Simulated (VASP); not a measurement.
Runs of VASP 6.6.1 on Mg3H. The structure is that of space group P6_3/mmc (No. 194), or close to it. The cells are those of the table. 

```tsv
task	cell	k mesh	cutoff (eV)	gap on the mesh (eV)	pressure (GPa)	relaxed volume (Å³/atom)	largest force (eV/Å)
single point	a = 5.916, b = 5.916, c = 5.262 Å, angles 90.0, 90.0, 120.0°, 8 atoms	6 × 6 × 8	520	none	(b)	-	-
relaxation of cell and atoms	relaxed from a = 5.657, b = 5.657, c = 4.541 Å, angles 90.0, 90.0, 120.0°, 8 atoms	6 × 6 × 4	600	none	0.0	19.83	0.02
relaxation of cell and atoms	relaxed from a = 5.897, b = 5.897, c = 5.255 Å, angles 90.0, 90.0, 120.0°, 8 atoms	6 × 6 × 8	600	none	0.0	19.89	-
single point	a = 5.897, b = 5.897, c = 5.255 Å, angles 90.0, 90.0, 120.0°, 8 atoms	6 × 6 × 4	520	none	0.1	-	(a)
```

Alike in all rows: level PBE; potentials or basis VASP PAW PBE potentials, release 64 (Mg, H); no spin polarisation; smearing gaussian 0.1 eV.

Estimate the missing entries.

(a) 0.01; (b) -0.1.

Caveats: the volume moved by over 15 % at a fixed basis, so the end points are rough (some runs).

A gap of «none» marks levels without a gap at the run's occupations.
